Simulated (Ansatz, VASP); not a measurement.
# MgCd2TeSe2 in VASP and in Ansatz

```
Mg Cd Te Se
1.0
     4.19899    0.00000    0.00000
    -2.09949    3.63643    0.00000
     0.00000    0.00000   11.90257
Mg Cd Te Se
1 2 1 2
Direct
  0.00000 0.00000 0.50000
  0.33333 0.66667 0.83194
  0.66667 0.33333 0.16806
  0.00000 0.00000 0.00000
  0.00000 0.00000 0.70412
  0.00000 0.00000 0.29588
```

Alike in both runs: functional PBE; k mesh 6 × 6 × 2; occupations gaussian, width 0.1 eV; no spin polarisation.

Ansatz relaxed the structure, and its values are those at the end. VASP's run is a single point on that final structure, the one shown.

|  | VASP | Ansatz |
| --- | --- | --- |
| version | VASP 6.6.1 | Ansatz 0.2.0 |
| potentials or method | VASP PAW PBE potentials, release 64 (Mg, Cd, Te, Se), cutoff 520 eV | scalar-relativistic, plane waves, PAW |
| valence electrons in the cell | 44 | 98 |

|  | VASP | Ansatz | Ansatz less VASP |
| --- | --- | --- | --- |
| gap on the k mesh at the Fermi level (eV) | none | none | - |
| pressure (GPa) | 0.1 | 0.0 | -0.12 |
| rms of the force components (eV/Å) | 0.005 | 0.002 | -0.0030 |

A gap of «none» marks a metal or a gap that the smearing closes. VASP's potentials hold 44 valence electrons a cell and Ansatz's 98, so a difference there can come from the potentials and not from the codes.

Spin-orbit coupling is off throughout.
